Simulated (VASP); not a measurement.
## NbN (rocksalt type): relaxation of cell and atoms with LDA

Crystal: NbN (rocksalt type).

```
Nb N
1.0
     0.00000    2.15443    2.15443
     2.15443    0.00000    2.15443
     2.15443    2.15443    0.00000
Nb N
1 1
Direct
  0.00000 0.00000 0.00000
  0.50000 0.50000 0.50000
```

| Quantity | Value |
| --- | --- |
| Program | VASP 6.6.1 |
| Task | relaxation of cell and atoms |
| Functional | LDA |
| Potentials or basis | VASP PAW LDA potentials, release 64 (Nb_sv, N) |
| Cutoff | 600 eV |
| k mesh | 17 × 17 × 17 |
| Occupations | fermi-dirac, width 0.05 eV |
| Spin | no spin polarisation |
| Dipole correction | no |
| Further INCAR settings | ALGO = Normal; EDIFF = 1e-07; IBRION = 2; EDIFFG = -0.005; NSW = 60; ISIF = 3 |

The relaxed volume is 10.33 Å³/atom, the relaxed cell is a = 3.080 Å, b = 3.080 Å, c = 3.080 Å, α = 60.00°, β = 60.00°, γ = 60.00° and the space group after relaxing (to 0.1 Å) is Fm-3m (No. 225). The energy gained by relaxing is 12.1 meV/atom and the ionic steps are 4. The pressure after relaxing is 0.0 GPa.

The path:
| step | energy change (eV) | largest force (eV/Å) | pressure (GPa) | volume (Å³) |
| --- | --- | --- | --- | --- |
| 1 | 0.0000 | 0.0000 | 12.13 | 20.00 |
| 2 | 0.0962 | 0.0000 | -22.34 | 22.27 |
| 3 | -0.0242 | 0.0000 | -0.33 | 20.68 |
| 4 | -0.0242 | 0.0000 | 0.00 | 20.66 |

Final structure:
```
Nb N
1.0
     0.00000    2.17780    2.17780
     2.17780    0.00000    2.17780
     2.17780    2.17780    0.00000
Nb N
1 1
Cartesian
  0.0000 0.0000 0.0000
  2.1778 2.1778 2.1778
```

Levels at points of the mesh, in eV from the Fermi level:
| k point | band 5 | band 6 | band 7 | band 8 | band 9 | band 10 | band 11 | band 12 | band 13 |
| --- | --- | --- | --- | --- | --- | --- | --- | --- | --- |
| (0.00, 0.00, 0.00) | -17.54 | -3.37 | -3.37 | -3.37 | -2.07 | -2.07 | -2.07 | -0.16 | -0.16 |

Run time: 3.5 min on 1 thread of Intel Xeon 8259CL, with other jobs on the host, peak memory 0.18 GiB.

Caveat: the highest band is partly filled, so the run has too few bands.
